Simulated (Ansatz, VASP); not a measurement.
**Mg2BeS3: VASP beside Ansatz**

```
Mg Be S
1.0
     3.54179    0.00000    0.00000
     0.00000    3.54503    0.00000
     0.00000    0.00000   11.67349
Mg Be S
2 1 3
Cartesian
  1.7709 0.0000 1.1222
  0.0000 0.0000 5.9930
  1.7709 1.7725 7.3348
  0.0000 1.7725 1.2055
  0.0000 1.7725 8.2393
  1.7709 1.7725 5.2889
```

Change from the starting cell: species swapped into the Nd2In3Ni type (Pmm2, No. 25).

Alike in both runs: task relaxation of cell and atoms; functional PBE; k mesh 6 × 6 × 2; occupations gaussian, width 0.1 eV; no spin polarisation.

|  | VASP | Ansatz |
| --- | --- | --- |
| version | VASP 6.6.1 | Ansatz 0.2.0 |
| potentials or method | VASP PAW PBE potentials, release 64 (Mg, Be, S), cutoff 600 eV | scalar-relativistic, plane waves, PAW |
| valence electrons in the cell | 24 | 40 |

|  | VASP | Ansatz | Ansatz less VASP |
| --- | --- | --- | --- |
| gap on the k mesh at the Fermi level, each at its own relaxed structure (eV) | 0.45 | 0.43 | -0.017 |
| relaxed volume (Å³/atom) | 24.38 | 24.51 | +0.135 |
| relaxed length of the cell vector where the two differ most in proportion (Å) | 11.687 | 11.721 | +0.0338 |

VASP's potentials hold 24 valence electrons a cell and Ansatz's 40, so a difference there can come from the potentials and not from the codes.
